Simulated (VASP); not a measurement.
Write the native input for VASP 6.6.1 that does the following.

```
Task                   : single point
Functional             : PBE
Potentials or basis    : VASP PAW PBE potentials, release 64 (Sn_d, Ge_d, Se)
Cutoff                 : 520 eV
k mesh                 : 10 × 10 × 4
Occupations            : gaussian, width 0.1 eV
Spin                   : no spin polarisation
Dipole correction      : no
Further INCAR settings : ALGO = Normal; EDIFF = 1e-06; NBANDS = 50
```

The structure of SnGe3Se4 lies in POSCAR:

```
SnGe3Se4
1.0
    4.0858426858      0.0000000000      0.0000000000
    0.0000000000      4.0858426858      0.0000000000
    0.0000000000      0.0000000000     11.5433279215
Sn Ge Se
1 3 4
Direct
    0.5000000000      0.5000000000      0.0000000000
    0.0000000000      0.0000000000      0.7438109898
    0.5000000000      0.5000000000      0.5000000000
    0.0000000000      0.0000000000      0.2561890102
    0.0000000000      0.0000000000      0.5000000000
    0.5000000000      0.5000000000      0.2584877261
    0.0000000000      0.0000000000      0.0000000000
    0.5000000000      0.5000000000      0.7415122739
```

One way to write it, as run:

INCAR

```
SYSTEM = SnGe3Se4
PREC     = Accurate       ! precision mode
ENCUT    = 520            ! plane-wave cutoff, eV
EDIFF    = 1E-6           ! SCF threshold, eV
ISMEAR   = 0              ! smearing method
SIGMA    = 0.1            ! smearing width, eV
LREAL    = .FALSE.        ! projectors in reciprocal space
LASPH    = .TRUE.         ! aspherical terms in the spheres
NELM     = 60             ! most SCF steps
ALGO     = Normal         ! electronic algorithm
ISIF     = 2              ! what is computed and relaxed
LWAVE    = .FALSE.        ! write WAVECAR
LCHARG   = .FALSE.        ! write CHGCAR
GGA      = PE             ! functional
NBANDS   = 50             ! bands
```

KPOINTS

```
Automatic mesh
0
G
  10 10 4
  0 0 0
```

Potentials or basis: VASP PAW PBE potentials, release 64 (Sn_d, Ge_d, Se).

Launch:

```console
$ cat potpaw_PBE.64/Sn_d/POTCAR potpaw_PBE.64/Ge_d/POTCAR potpaw_PBE.64/Se/POTCAR > POTCAR
$ mpirun -np 1 vasp_std > vasp.out
```

Results of the run:

```yaml
Pressure: 0.0 GPa
Band_gap_on_the_k_mesh: zero (bands 40 and 41 overlap by 0.02 eV)
```

Caveat: spin-orbit coupling is left out, which moves the levels of the heavy elements.

It took 5.7 min on 1 thread of Intel(R) Xeon(R) Platinum 8488C (Sapphire Rapids) (shared host), peak memory 0.62 GiB.
